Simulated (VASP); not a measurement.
A run of VASP 6.6.1:

INCAR

```
SYSTEM = Pt
ALGO     = Normal         ! electronic algorithm
EDIFF    = 1E-8           ! SCF threshold, eV
ENCUT    = 500            ! plane-wave cutoff, eV
GGA      = PE             ! functional
GGA_COMPAT= .FALSE.      
IBRION   = 8              ! ionic algorithm
ISIF     = 2              ! what is computed and relaxed
ISMEAR   = -1             ! smearing method
LASPH    = .TRUE.         ! aspherical terms in the spheres
LCHARG   = .FALSE.        ! write CHGCAR
LREAL    = .FALSE.        ! projectors in reciprocal space
LWAVE    = .FALSE.        ! write WAVECAR
NELM     = 120            ! most SCF steps
NSW      = 1              ! ionic steps
PREC     = Accurate       ! precision mode
SIGMA    = 0.05           ! smearing width, eV
```

Contents of KPOINTS:

```
k-points
0
G
  9 9 9
  0 0 0
```

File POSCAR:

```
Pt
1.0
    0.0000000000      1.9609000000      1.9609000000
    1.9609000000      0.0000000000      1.9609000000
    1.9609000000      1.9609000000      0.0000000000
Pt
1
Direct
    0.0000000000      0.0000000000      0.0000000000
```

Potentials or basis: VASP PAW PBE potentials, release 64 (Pt).

Run with:

```console
$ cat potpaw_PBE.64/Pt/POTCAR > POTCAR
$ mpirun -np 1 vasp_std > vasp.out
```

Hardware: 1 thread of Intel(R) Xeon(R) Platinum 8559C (Emerald Rapids), on a shared host.

Q: Estimate the wall time of this run.

A: It took 14 s on 1 thread of Intel(R) Xeon(R) Platinum 8559C (Emerald Rapids) (shared host), peak memory 0.14 GiB. Counts: scf iterations 24, k points 35.
